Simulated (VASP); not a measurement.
**SnTe: single point with PBEsol**

Crystal: SnTe.

```
CELL_PARAMETERS angstrom
0.00000 3.54194 3.54194
3.54194 0.00000 3.54194
3.54194 3.54194 0.00000
ATOMIC_POSITIONS crystal
Te 0.25000 0.25000 0.25000
Sn 0.00000 0.00000 0.00000
```

```
Program                : VASP 6.6.1
Task                   : single point
Functional             : PBEsol
Potentials or basis    : VASP PAW PBE potentials, release 64 (Te, Sn_d)
Cutoff                 : 520 eV
k mesh                 : 7 × 7 × 7
Occupations            : fermi-dirac, width 0.05 eV
Spin                   : no spin polarisation
Dipole correction      : no
Further INCAR settings : ALGO = Normal; EDIFF = 1e-06; NBANDS = 17
```

```
Pressure               : 0.0 GPa
Band gap on the k mesh : 0.14 eV, indirect (least direct gap 0.72 eV)
```

Levels at points of the mesh, in eV from the valence-band top:
| k point | band 7 | band 8 | band 9 | band 10 | band 11 | band 12 | band 13 | band 14 |
| --- | --- | --- | --- | --- | --- | --- | --- | --- |
| (0.00, 0.00, 0.00) | -4.90 | -1.92 | -1.92 | -1.92 | 1.10 | 1.10 | 1.10 | 4.11 |

It took 35 s on 1 thread of Intel(R) Xeon(R) Platinum 8488C (Sapphire Rapids), on a shared host, peak memory 0.24 GiB.

Caveat: the PAW data sets were made with another functional, which shifts forces and pressure a little; spin-orbit coupling is left out, which moves the levels of the heavy elements. A k mesh can miss the band edges.
